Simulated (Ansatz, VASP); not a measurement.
## MgO: VASP beside Ansatz

```xyz
4
Lattice="3.4881 0.0081 -0.0442 -1.7370 3.0122 0.0246 -0.0531 0.0034 4.2053" Properties=species:S:1:pos:R:3 pbc="T T T"
Mg    1.8495    0.9880    3.1580
Mg    0.0730    2.0740    1.0968
O     1.7616    0.8903    0.9737
O    -0.2881    2.0952    3.1428
```

Change from the starting cell: all atoms moved at random (sigma 0.1 Å a component), cell strained at random (sigma 0.01).

Alike in both runs: task single point; functional r2SCAN; k mesh 6 × 6 × 6; occupations gaussian, width 0.05 eV; no spin polarisation.

|  | VASP | Ansatz |
| --- | --- | --- |
| version | VASP 6.6.1 | Ansatz 0.2.0 |
| potentials or method | VASP PAW PBE potentials, release 64 (Mg, O), cutoff 520 eV | scalar-relativistic, plane waves, PAW |
| valence electrons in the cell | 16 | 32 |

Ansatz gave:

| Quantity | Value |
| --- | --- |
| gap on the k mesh at the Fermi level (eV) | 3.83 |
| least direct gap on the mesh (eV) | 3.83 |
| pressure (GPa) | 7.6 |
| traceless stress, the component that is largest in VASP (GPa) | 12.64 |
| rms of the force components (eV/Å) | 1.728 |

Q: What did VASP give for the same quantities?

A: gap on the k mesh at the Fermi level (eV): 3.81; least direct gap on the mesh (eV): 3.81; pressure (GPa): 7.1; traceless stress, the component that is largest in VASP (GPa): 12.91; rms of the force components (eV/Å): 1.766.

VASP's potentials were made for PBE, not for r2SCAN. Atom by atom the forces differ by 0.040 eV/Å (rms over components). VASP's potentials hold 16 valence electrons a cell and Ansatz's 32, so a difference there can come from the potentials and not from the codes.
